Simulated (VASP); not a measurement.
# LiMg: density of states with LDA

Crystal: LiMg.

```
Li Mg
1.0
     3.37819    0.00000    0.00000
     0.00000    3.37819    0.00000
     0.00000    0.00000    3.55261
Li Mg
1 1
Cartesian
  0.0000 0.0000 0.0000
  1.6891 1.6891 1.7763
```

| Property | Result |
| --- | --- |
| Program | VASP 6.6.1 |
| Task | density of states |
| Functional | LDA |
| Potentials or basis | VASP PAW LDA potentials, release 64 (Li_sv, Mg) |
| Cutoff | 520 eV |
| k mesh | 5 × 5 × 5 |
| Occupations | fermi-dirac, width 0.05 eV |
| Spin | no spin polarisation |
| Dipole correction | no |
| k mesh for the DOS | 8 × 8 × 8 |
| Occupations for the DOS | tetrahedron |
| Further INCAR settings | ALGO = Normal; EDIFF = 1e-06 |

The valence electrons inside the program's atomic spheres are Li 2.10; Mg 0.35.

Levels at points of the mesh, in eV from the Fermi level:
| k point | band 1 | band 2 | band 3 | band 4 | band 5 | band 6 |
| --- | --- | --- | --- | --- | --- | --- |
| (0.00, 0.00, 0.00) | -45.23 | -5.49 | 4.24 | 5.41 | 5.41 | 5.63 |
| (0.50, 0.00, 0.00) | -45.23 | -3.19 | -1.84 | 6.75 | 7.82 | 7.82 |
| (0.50, 0.50, 0.00) | -45.22 | -0.37 | -0.37 | 0.55 | 2.37 | 9.33 |
| (0.00, 0.00, 0.50) | -45.23 | -3.53 | -2.02 | 7.59 | 7.59 | 8.34 |
| (0.50, 0.00, 0.50) | -45.22 | -0.64 | -0.57 | 0.11 | 2.17 | 10.04 |
| (0.50, 0.50, 0.50) | -45.22 | 2.33 | 2.33 | 2.37 | 2.55 | 2.55 |

It took 14 s on 1 thread of AMD EPYC 7R13 Processor (Zen 3), on a shared host, peak memory 0.12 GiB.

Caveat: the k points lie up to 0.37 Å⁻¹ apart.
